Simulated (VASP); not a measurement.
Write the native input for VASP 6.6.1 that does the following.

```
Task                   : single point
Functional             : PBEsol
Potentials or basis    : VASP PAW PBE potentials, release 64 (Ga_d, In_d, As)
Cutoff                 : 520 eV
k mesh                 : 4 × 4 × 4
Occupations            : gaussian, width 0.1 eV
Spin                   : no spin polarisation
Dipole correction      : no
Further INCAR settings : LREAL = Auto; ALGO = Normal; EDIFF = 1e-06; NBANDS = 86
```

The structure of In3GaAs4 lies in POSCAR:

```
In3GaAs4
1.0
   -5.9926328491      0.0034733866      5.9906510118
   -5.9891594625     -5.9891594625      0.0000000000
    0.0034733866     -5.9926328491      5.9906510118
Ga In As
2 6 8
Direct
    0.0003855539      0.4996144461      0.0003855539
    0.0003855539     -0.0003855539      0.0003855539
    0.0001908703      0.4998954036      0.5000183225
    0.0001908703     -0.0001045964      0.5000183225
    0.5000183225      0.4998954036      0.0001908703
    0.5000183225     -0.0001045964      0.0001908703
    0.4990896625      0.5009103375      0.4990896625
    0.4990896625      0.0009103375      0.4990896625
    0.1156960601      0.1343039399      0.1156960601
    0.1156960601      0.6343039399      0.1156960601
    0.1200242020      0.1199945657      0.6399866667
    0.1200242020      0.6199945657      0.6399866667
    0.6399866667      0.1199945657      0.1200242020
    0.6399866667      0.6199945657      0.1200242020
    0.6246086621      0.1253913379      0.6246086621
    0.6246086621      0.6253913379      0.6246086621
```

These files were run (other wordings do the same):

INCAR

```
ALGO = Normal ; EDIFF = 1E-6
ENCUT = 520 ; GGA = PS
ISIF = 2 ; ISMEAR = 0
LASPH = T ; LCHARG = T
LELF = T ; LREAL = Auto
LVHAR = T ; LWAVE = F
NBANDS = 86 ; NELM = 100
PREC = Accurate ; SIGMA = 0.1
```

KPOINTS

```
k-points
0
Gamma
  4 4 4
```

Potentials or basis: VASP PAW PBE potentials, release 64 (Ga_d, In_d, As).

Command:

```bash
$ cat potpaw_PBE.64/Ga_d/POTCAR potpaw_PBE.64/In_d/POTCAR potpaw_PBE.64/As/POTCAR > POTCAR
$ mpirun -np 1 vasp_std > vasp.out
```

Results of the run:

```yaml
Pressure: -0.2 GPa
Largest_force: 0.050 eV/Å
```

Caveat: the PAW data sets were made with another functional, which shifts forces and pressure a little.

It took 17 min on 1 thread of Intel(R) Xeon(R) Platinum 8488C (Sapphire Rapids), on a shared host, peak memory 0.8 GiB.
